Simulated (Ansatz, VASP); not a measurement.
One calculation of AlN, two programs

The input INCAR:

```
  PREC = Accurate
  ENCUT = 520
  EDIFF = 1E-7
  ISMEAR = -1
  SIGMA = 0.02
  LREAL = F
  LASPH = T
  NELM = 80
  ALGO = Normal
  ISIF = 2
  LWAVE = F
  LCHARG = F
  GGA = PE
  NBANDS = 16
```

KPOINTS

```
Automatic mesh
0
Gamma
  11 11 6
```

POSCAR

```
AlN
1.0
    3.0798921301      0.0000000000      0.0000000000
   -1.5399460650      2.6672648256      0.0000000000
    0.0000000000      0.0000000000      4.9780000000
Al N
2 2
Direct
    0.3333333333      0.6666666667      0.0000000000
    0.6666666667      0.3333333333      0.5000000000
    0.3333333333      0.6666666667      0.3850000000
    0.6666666667      0.3333333333      0.8850000000
```

Input for Ansatz:

```yaml
crystal:
  lattice:
    - [3.0798921301, 0.0, 0.0]
    - [-1.539946065, 2.6672648256, 0.0]
    - [0.0, 0.0, 4.978]
  atoms:
    - { symbol: Al, position: [0.3333333333, 0.6666666667, 0.0] }
    - { symbol: Al, position: [0.6666666667, 0.3333333333, 0.5] }
    - { symbol: "N", position: [0.3333333333, 0.6666666667, 0.385] }
    - { symbol: "N", position: [0.6666666667, 0.3333333333, 0.885] }
kpoints:
  mp_grid: { grid: [11, 11, 6] }
  band_path:
    path:
      - [0.0, 0.0, 0.0]
      - [0.5, 0.0, 0.0]
      - [0.3333333333, 0.3333333333, 0.0]
      - [0.0, 0.0, 0.0]
      - [0.0, 0.0, 0.5]
      - [0.5, 0.0, 0.5]
      - [0.3333333333, 0.3333333333, 0.5]
      - [0.0, 0.0, 0.5]
      - [0.5, 0.0, 0.5]
    npoints: 5
scf:
  occupations: { method: fermi_dirac, width: 0.02 }
hamiltonian:
  xc: pbe
  pseudopotentials: { kind: all_electron, lapw: { basis_error: 0.001 } }
output:
  forces: true
  stress: true
  eigenvalues: true
```

Change from the starting cell: equal xx and yy strain of -1 %.

Alike in both runs: task single point; functional PBE; k mesh 11 × 11 × 6; occupations fermi-dirac, width 0.02 eV; no spin polarisation.

|  | VASP | Ansatz |
| --- | --- | --- |
| version | VASP 6.6.1 | Ansatz 0.2.0 |
| potentials or method | VASP PAW PBE potentials, release 64 (Al, N), cutoff 520 eV | all-electron LAPW, scalar-relativistic |

|  | VASP | Ansatz | Ansatz less VASP |
| --- | --- | --- | --- |
| gap on the k mesh at the Fermi level (eV) | 4.37 | 4.36 | -0.005 |
| pressure (GPa) | 8.4 | 8.5 | +0.15 |
| traceless stress, the component that is largest in VASP (GPa) | -4.34 | -4.34 | -0.002 |
| rms of the force components (eV/Å) | 0.175 | 0.175 | -0.0001 |

Atom by atom the forces differ by 0.000 eV/Å (rms over components). Ansatz ran all-electron here, and VASP with PAW potentials.
